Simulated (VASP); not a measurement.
A run of VASP 6.6.1 is set up as follows.

INCAR

```
PREC = Accurate
ENCUT = 520
EDIFF = 1E-6
ISMEAR = -1
SIGMA = 0.05
LREAL = F
LASPH = T
NELM = 60
ALGO = Normal
ISIF = 2
LWAVE = F
LCHARG = F
GGA = PS
NBANDS = 20
```

The input KPOINTS:

```
Automatic mesh
0
Gamma
  8 8 8
```

File POSCAR:

```
Tl
1.0
    0.0000000000      3.4017220227      3.4017220227
    3.4017220227      0.0000000000      3.4017220227
    3.4017220227      3.4017220227      0.0000000000
Tl
2
Direct
   -0.2600000000     -0.0800000000     -0.0800000000
    0.2600000000      0.0800000000      0.0800000000
```

Potentials or basis: VASP PAW PBE potentials, release 64 (Tl_d).

Command:

```bash
$ cat potpaw_PBE.64/Tl_d/POTCAR > POTCAR
$ mpirun -np 1 vasp_std > vasp.out
```

(1) Estimate the largest force.

(2) What does it give for the pressure?

(3) Predict the band gap on the k mesh.

Answers

(1) 41.258 eV/Å.

(2) 48.1 GPa.

(3) zero (band 13 reaches 5.47 eV, above the bottom of band 14 at 2.77 eV).

Caveat: the cell differs from its parent crystal (shortest bond scaled by 0.64); the PAW data sets were made with another functional, which shifts forces and pressure a little; spin-orbit coupling is left out, which moves the levels of the heavy elements.
